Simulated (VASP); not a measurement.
# Au (P6_3/mmc) in VASP: further runs

Au is run at these levels: PBE; tasks: single point.

Program: VASP 6.6.1. These are calculated values, not measurements. Logs are shortened: lines on timing, memory, paths and dates and some standing lists are left out, and cuts for length are marked.

**1. The cell of the first run**

Symmetry: P6_3/mmc, No. 194, hexagonal system. Conventional cell: a = 2.887 Å, b = 2.887 Å, c = 4.828 Å, α = 90.00°, β = 90.00°, γ = 120.00°. Within 3.8 Å of Au (site symmetry -6m2) lie 12 Au at 2.89 to 2.93 Å.

**2. Single point, PBE**

INCAR

```
SYSTEM = Au
ALGO = Fast ; EDIFF = 1E-6
ENCUT = 520 ; GGA = PE
ISIF = 2 ; ISMEAR = -1
LASPH = .TRUE. ; LCHARG = .FALSE.
LREAL = .FALSE. ; LWAVE = .FALSE.
NBANDS = 18 ; NELM = 80
PREC = Accurate ; SIGMA = 0.15
```

KPOINTS

```
k-points
0
G
  18 18 10
  0 0 0
```

POSCAR

```
Au
1.0
    2.8866468019      0.0000000000      0.0000000000
   -1.4433234009      2.4999094622      0.0000000000
    0.0000000000      0.0000000000      4.8283805802
Au
2
Direct
    0.3333333333      0.6666666667      0.7500000000
    0.6666666667      0.3333333333      0.2500000000
```

Potentials or basis: VASP PAW PBE potentials, release 64 (Au).

On the command line:

```bash
> cat potpaw_PBE.64/Au/POTCAR > POTCAR
> mpirun -np 1 vasp_std > vasp.out
```

OUTCAR:

```text
SYSTEM = Au
   EDIFF = 1E-6
   ENCUT = 520
   GGA = PE
   ISIF = 2
   ISMEAR = -1
   LASPH = .TRUE.
   LREAL = .FALSE.
   NELM = 80
   PREC = Accurate

 ion  position               nearest neighbor table
   1  0.333  0.667  0.750-   2 2.93   2 2.93   2 2.93   2 2.93   2 2.93   2 2.93
   2  0.667  0.333  0.250-   1 2.93   1 2.93   1 2.93   1 2.93   1 2.93   1 2.93

  LATTYP: Found a hexagonal cell.
 ALAT       =     2.8866468019
 C/A-ratio  =     1.6726606722

  Lattice vectors:

 A1 = (   2.8866468019,   0.0000000000,   0.0000000000)
 A2 = (  -1.4433234009,   2.4999094622,   0.0000000000)
 A3 = (   0.0000000000,   0.0000000000,   4.8283805802)

Analysis of symmetry for initial positions (statically):
=====================================================================
 Subroutine PRICEL returns:
 Original cell was already a primitive cell.

 Routine SETGRP: Setting up the symmetry group for a
 hexagonal supercell.

 Subroutine GETGRP returns: Found 24 space group operations
 (whereof 12 operations were pure point group operations)
 out of a pool of 24 trial point group operations.

The static configuration has the point symmetry D_3d.
 The point group associated with its full space group is D_6h.

Analysis of symmetry for dynamics (positions and initial velocities):
=====================================================================
 Subroutine PRICEL returns:
 Original cell was already a primitive cell.

 Routine SETGRP: Setting up the symmetry group for a
 hexagonal supercell.

 Subroutine GETGRP returns: Found 24 space group operations
 (whereof 12 operations were pure point group operations)
 out of a pool of 24 trial point group operations.

The dynamic configuration has the point symmetry D_3d.
 The point group associated with its full space group is D_6h.

 Subroutine INISYM returns: Found 24 space group operations
 (whereof 12 operations are pure point group operations),
 and found     1 'primitive' translations

----------------------------------------------------------------------------------------

                                     Primitive cell

  volume of cell :      34.8433

  direct lattice vectors                    reciprocal lattice vectors
     2.886646802  0.000000000  0.000000000     0.346422707  0.200007243  0.000000000
    -1.443323401  2.499909462  0.000000000     0.000000000  0.400014487  0.000000000
     0.000000000  0.000000000  4.828380580     0.000000000  0.000000000  0.207108778

  length of vectors
     2.886646802  2.886646802  4.828380580     0.400014487  0.400014487  0.207108778

  position of ions in fractional coordinates (direct lattice)
     0.333333333  0.666666667  0.750000000
     0.666666667  0.333333333  0.250000000

  ion indices of the primitive-cell ions
   primitive index   ion index
                 1           1
                 2           2

----------------------------------------------------------------------------------------

 KPOINTS: k-points

Automatic generation of k-mesh.
 Grid dimensions read from file:
 generate k-points for:   18   18   10

 Generating k-lattice:

  Cartesian coordinates                     Fractional coordinates (reciprocal lattice)
     0.019245706  0.011111514  0.000000000     0.055555556  0.000000000  0.000000000
     0.000000000  0.022223027  0.000000000     0.000000000  0.055555556  0.000000000
     0.000000000  0.000000000  0.020710878     0.000000000  0.000000000  0.100000000

  Length of vectors
     0.022223027  0.022223027  0.020710878

  Shift w.r.t. Gamma in fractional coordinates (k-lattice)
     0.000000000  0.000000000  0.000000000

 Subroutine IBZKPT returns following result:
 ===========================================

 Found    222 irreducible k-points:

 Following reciprocal coordinates:
            Coordinates               Weight
  0.000000  0.000000  0.000000      1.000000
  0.055556 -0.000000  0.000000      6.000000
  0.111111 -0.000000  0.000000      6.000000
  0.166667  0.000000  0.000000      6.000000
  0.222222 -0.000000  0.000000      6.000000
  0.277778  0.000000  0.000000      6.000000
[... 16 lines left out ...]
  0.333333  0.111111  0.000000     12.000000
  0.388889  0.111111  0.000000     12.000000
 [... further k-points ...]
   k-points           NKPTS =    222   k-points in BZ     NKDIM =    222   number of bands    NBANDS=     18
   number of dos      NEDOS =    301   number of ions     NIONS =      2
   total plane-waves  NPLWV =  20736
   dimension x,y,z NGX =    24 NGY =   24 NGZ =   36
   dimension x,y,z NGXF=    48 NGYF=   48 NGZF=   72
   ions per type =               2
   NGX,Y,Z   is equivalent  to a cutoff of  13.82, 13.82, 12.40 a.u.
   NGXF,Y,Z  is equivalent  to a cutoff of  27.64, 27.64, 24.79 a.u.
 SYSTEM =  Au
   PREC   = accura    normal or accurate (medium, high low for compatibility)
   ISTART =      0    job   : 0-new  1-cont  2-samecut
   ICHARG =      2    charge: 1-file 2-atom 10-const
   ISPIN  =      1    spin polarized calculation?
   LNONCOLLINEAR =      F non collinear calculations
   LSORBIT =      F    spin-orbit coupling
   LASPH  =      T    aspherical Exc in radial PAW
   ENCUT  =  520.0 eV  38.22 Ry    6.18 a.u.   5.37  5.37  8.98*2*pi/ulx,y,z
   NELM   =     80;   NELMIN=  2; NELMDL= -5     # of ELM steps
   EDIFF  = 0.1E-05   stopping-criterion for ELM
   LREAL  =      F    real-space projection
   EDIFFG = 0.1E-04   stopping-criterion for IOM
   NSW    =      0    number of steps for IOM
   IBRION =     -1    ionic relax: 0-MD 1-quasi-New 2-CG
   NFREE  =      0    steps in history (QN), initial steepest desc. (CG)
   ISIF   =      2    stress and relaxation
   ISYM   =      2    0-nonsym 1-usesym 2-fastsym
   POTIM  = 0.5000    time-step for ionic-motion
   TEBEG  =    0.0;   TEEND  =   0.0 temperature during run
   PSTRESS=    0.0 pullay stress
   NELECT =      22.0000    total number of electrons
   NUPDOWN=      -1.0000    fix difference up-down
   EMIN   =  10.00;   EMAX   =-10.00  energy-range for DOS
   EFERMI =   0.00;   METHOD = LEGACY
   ISMEAR =    -1;   SIGMA  =   0.15  broadening in eV -4-tet -1-fermi 0-gaus
   EFERMI_NEDOS =   21; number of points for ismear=-14 and -15
   IALGO  =     68    algorithm
   IMIX   =      4    mixing-type and parameters
     AMIX     =   0.40;   BMIX     =  1.00
     AMIX_MAG =   1.60;   BMIX_MAG =  1.00
  volume/ion in A,a.u.               =      17.42       117.57
  Fermi-wavevector in a.u.,A,eV,Ry     =   1.404460  2.654044 26.837584  1.972507
  Thomas-Fermi vector in A             =   2.527019
   LORBIT       =      0    0 simple, 1 ext, 2 COOP (PROOUT), +10 PAW based schemes
   GGA     = PE    functional components
   LHFCALC =     F    Hartree Fock is set to
   AEXX    =    0.0000 exact exchange contribution
   IVDW    =     0    specifies the selected vdW correction
   LEPSILON=     F    determine dielectric tensor
   LRPA    =     F    only Hartree local field effects (RPA)
 non-spin polarized calculation
 RMM-DIIS sequential band-by-band and
  energy-cutoff  :      520.00
  volume of cell :       34.84
 maximum number of plane-waves:       966
 NGX is ok and might be reduce to    24
   NGX = 11   NGY = 11   NGZ = 17

 number of electron      22.0000005 magnetization

 Free energy of the ion-electron system (eV)
  ---------------------------------------------------
  ext. energy  EPLUGINS =         0.00000000
  ---------------------------------------------------
  free energy    TOTEN  =        -6.43392127 eV

  energy without entropy =       -6.38669435  energy(sigma->0) =       -6.41030781

 E-fermi :   9.0878     XC(G=0): -12.5849

 val. band max:        9.0845871085   @ k =   0.1667   0.0556   0.2000
 cond. band min:       9.0890124271   @ k =   0.1667   0.1667   0.3000
 fundamental gap:      0.0044253185
 Fermi energy:         9.0878223205

 k-point     1 :       0.0000    0.0000    0.0000
  band No.  band energies     occupation
      1      -0.5152      2.00000
      2       1.9194      2.00000
      3       4.3822      2.00000
      4       4.6332      2.00000
      5       4.6332      2.00000
      6       4.9378      2.00000
[... 10 lines left out ...]
     17      27.3426      0.00000
     18      27.3426      0.00000

 k-point     2 :       0.0556   -0.0000    0.0000
  band No.  band energies     occupation
      1      -0.4190      2.00000
      2       1.9987      2.00000
      3       4.3433      2.00000
      4       4.6654      2.00000
      5       4.6966      2.00000
      6       4.9035      2.00000
[... 10 lines left out ...]
     17      26.7918      0.00000
     18      26.9045      0.00000

 k-point     3 :       0.1111   -0.0000    0.0000
  band No.  band energies     occupation
      1      -0.1365      2.00000
      2       2.2218      2.00000
      3       4.2317      2.00000
      4       4.7299      2.00000
      5       4.8580      2.00000
      6       4.8831      2.00000
[... 10 lines left out ...]
     17      25.6663      0.00000
     18      26.9990      0.00000

 k-point     4 :       0.1667    0.0000    0.0000
  band No.  band energies     occupation
      1       0.3116      2.00000
      2       2.5311      2.00000
      3       4.1026      2.00000
      4       4.6289      2.00000
      5       4.8003      2.00000
      6       5.0427      2.00000
[... 10 lines left out ...]
     17      25.7242      0.00000
     18      26.4017      0.00000

 k-point     5 :       0.2222   -0.0000    0.0000
  band No.  band energies     occupation
      1       0.8811      2.00000
      2       2.7880      2.00000
      3       4.0825      2.00000
      4       4.2781      2.00000
      5       4.5105      2.00000
      6       5.1292      2.00000
[... 10 lines left out ...]
     17      25.7553      0.00000
     18      26.2195      0.00000

 k-point     6 :       0.2778    0.0000    0.0000
  band No.  band energies     occupation
      1       1.4868      2.00000
      2       2.8322      2.00000
      3       3.8140      2.00000
      4       4.2675      2.00000
      5       4.5091      2.00000
      6       4.9696      2.00000
[... 10 lines left out ...]
     17      24.0706      0.00000
     18      25.7736      0.00000

 k-point     7 :       0.3333   -0.0000    0.0000
  band No.  band energies     occupation
      1       1.9915      2.00000
      2       2.7228      2.00000
      3       3.4403      2.00000
      4       4.4853      2.00000
      5       4.7748      2.00000
      6       4.8301      2.00000
[... 10 lines left out ...]
     17      22.7959      0.00000
     18      25.0566      0.00000

 k-point     8 :       0.3889    0.0000    0.0000
  band No.  band energies     occupation
      1       2.2859      2.00000
      2       2.5890      2.00000
      3       3.1683      2.00000
      4       4.7226      2.00000
      5       4.7570      2.00000
      6       4.9288      2.00000
[... 10 lines left out ...]
     17      21.8204      0.00000
     18      24.4418      0.00000
[... 229 lines left out ...]
     17      26.0674      0.00000
     18      26.5322      0.00000

 k-point    20 :       0.1667    0.1111    0.0000
  band No.  band energies     occupation
      1       1.1344      2.00000
      2       3.0104      2.00000
      3       3.8507      2.00000
      4       4.1775      2.00000
      5       4.5470      2.00000
      6       4.8459      2.00000
[... 10 lines left out ...]
     17      26.1230      0.00000
     18      26.3400      0.00000

 k-point    21 :       0.2222    0.1111    0.0000
  band No.  band energies     occupation
      1       1.7421      2.00000
      2       3.0815      2.00000
      3       3.7678      2.00000
      4       3.9455      2.00000
      5       4.5583      2.00000
      6       4.7031      2.00000
[... 10 lines left out ...]
     17      24.4077      0.00000
     18      25.4681      0.00000

 k-point    22 :       0.2778    0.1111    0.0000
  band No.  band energies     occupation
      1       2.2596      2.00000
      2       2.9594      2.00000
      3       3.4329      2.00000
      4       4.2223      2.00000
      5       4.6050      2.00000
      6       4.7290      2.00000
[... 10 lines left out ...]
     17      22.9470      0.00000
     18      24.6708      0.00000

 k-point    23 :       0.3333    0.1111    0.0000
  band No.  band energies     occupation
      1       2.5588      2.00000
      2       2.8160      2.00000
      3       3.1871      2.00000
      4       4.5549      2.00000
      5       4.5962      2.00000
      6       4.9653      2.00000
[... 10 lines left out ...]
     17      21.9938      0.00000
     18      24.0589      0.00000

 k-point    24 :       0.3889    0.1111    0.0000
  band No.  band energies     occupation
      1       2.6663      2.00000
      2       2.7207      2.00000
      3       3.0374      2.00000
      4       4.5476      2.00000
      5       4.8472      2.00000
      6       4.9542      2.00000
[... 10 lines left out ...]
     17      21.1611      0.00000
     18      23.6974      0.00000

 [... further k-points ...]

------------------------ aborting loop because EDIFF is reached ----------------------------------------

  FORCE on cell =-STRESS in cart. coord.  units (eV):
  Direction    XX          YY          ZZ          XY          YZ          ZX
  --------------------------------------------------------------------------------------
  -------------------------------------------------------------------------------------
  Total        1.0484847      1.0484847      1.0423662      0.0000000      0.0000000      0.0000000
  in kB       48.2117920     48.2117920     47.9304479      0.0000000      0.0000000      0.0000000
  external PRESSURE =      48.1180106 kB  Pullay stress =       0.0000000 kB

 VOLUME and BASIS-vectors are now :
 -----------------------------------------------------------------------------
  energy-cutoff  :      520.00
  volume of cell :       34.84
      direct lattice vectors                 reciprocal lattice vectors
     2.886646802  0.000000000  0.000000000     0.346422707  0.200007243  0.000000000
    -1.443323401  2.499909462  0.000000000     0.000000000  0.400014487  0.000000000
     0.000000000  0.000000000  4.828380580     0.000000000  0.000000000  0.207108778

 POSITION                                       TOTAL-FORCE (eV/Angst)
 -----------------------------------------------------------------------------------
     -0.00000      1.66661      3.62129        -0.000000      0.000000      0.000000
      1.44332      0.83330      1.20710         0.000000     -0.000000      0.000000
 -----------------------------------------------------------------------------------
    total drift:                                0.000000     -0.000000      0.000000

  FREE ENERGIE OF THE ION-ELECTRON SYSTEM (eV)
  ---------------------------------------------------
  free  energy   TOTEN  =        -6.4339212690 eV

  energy  without entropy=       -6.3866943538  energy(sigma->0) =       -6.41030781
```

It took 40 s on 1 thread of Intel Xeon 6975P-C (Granite Rapids), shared host; peak memory 0.24 GiB.

What came out:

```yaml
Free_energy: -6.4339 eV
Pressure: 4.8 GPa
Band_gap_on_the_k_mesh: zero (band 11 reaches 13.29 eV, above the bottom of band 12 at 6.48 eV)
```

Caveat: spin-orbit coupling is left out, which moves the levels of the heavy elements.

**3. Single point, PBE (volume scaled by 0.98, then relaxed in part)**

INCAR

```
SYSTEM = Au
ALGO = Fast ; EDIFF = 1E-7
ENCUT = 520 ; GGA = PE
ISIF = 2 ; ISMEAR = -1
LASPH = .True. ; LCHARG = .False.
LREAL = .False. ; LWAVE = .False.
NBANDS = 18 ; NELM = 100
PREC = Accurate ; SIGMA = 0.15
```

KPOINTS

```
k-points
0
Gamma
  18 18 10
  0 0 0
```

POSCAR

```
Au
1.0
    2.8981883976      0.0000000000      0.0000000000
   -1.4490941988      2.5099047772      0.0000000000
    0.0000000000      0.0000000000      4.8522342681
Au
2
Direct
    0.3333333333      0.6666666667      0.7500000000
    0.6666666667      0.3333333333      0.2500000000
```

Potentials or basis: VASP PAW PBE potentials, release 64 (Au).

On the command line:

```bash
> cat potpaw_PBE.64/Au/POTCAR > POTCAR
> mpirun -np 1 vasp_std > vasp.out
```

Run time: 48 s. Hardware: 1 thread of Intel Xeon 6975P-C (Granite Rapids), shared host; peak memory 0.23 GiB.

Results (log left out):

- Free energy: -6.4447 eV
- Pressure: 2.7 GPa
- Band gap on the k mesh: zero (band 11 reaches 13.02 eV, above the bottom of band 12 at 6.29 eV)

Levels at points of the mesh, in eV from the Fermi level:
```tsv
k point	band 8	band 9	band 10	band 11	band 12	band 13	band 14	band 15
(0.00, 0.00, 0.00)	-3.45	-3.45	-2.15	-2.15	-0.94	2.56	14.60	15.76
(0.50, 0.00, 0.00)	-1.93	-1.86	-1.69	0.37	1.50	5.70	7.15	7.21
(0.00, 0.00, 0.50)	-4.43	-2.59	-2.59	-2.59	-2.59	10.49	10.49	14.88
(0.50, 0.00, 0.50)	-2.35	-1.76	-1.76	0.54	0.54	3.80	3.80	13.14
```

Caveat: spin-orbit coupling is left out, which moves the levels of the heavy elements.
